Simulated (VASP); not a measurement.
A run of VASP 6.6.1:

The input INCAR:

```
PREC     = Accurate       # precision mode
ENCUT    = 520            # plane-wave cutoff, eV
EDIFF    = 1E-6           # SCF threshold, eV
ISMEAR   = -1             # smearing method
SIGMA    = 0.05           # smearing width, eV
LREAL    = False          # projectors in reciprocal space
LASPH    = True           # aspherical terms in the spheres
NELM     = 60             # most SCF steps
ALGO     = Fast           # electronic algorithm
ISIF     = 2              # what is computed and relaxed
LWAVE    = False          # write WAVECAR
LCHARG   = False          # write CHGCAR
NBANDS   = 8              # bands
```

Contents of KPOINTS:

```
Automatic mesh
0
Gamma
  11 11 11
```

POSCAR

```
Li
1.0
   -1.7428734707      1.7428734707      1.7428734707
    1.7428734707     -1.7428734707      1.7428734707
    1.7428734707      1.7428734707     -1.7428734707
Li
1
Direct
    0.0000000000      0.0000000000      0.0000000000
```

Potentials or basis: VASP PAW LDA potentials, release 64 (Li_sv).

Launch:

```console
$ cat potpaw_LDA.64/Li_sv/POTCAR > POTCAR
$ mpirun -np 1 vasp_std > vasp.out
```

Hardware: 1 thread of AMD EPYC 7R13 Processor (Zen 3) (shared host).

How long does it take, and how much memory?

Run time: 7.4 s on 1 thread of AMD EPYC 7R13 Processor (Zen 3), on a shared host, peak memory 0.09 GiB. Counts: scf iterations 12, k points 56.
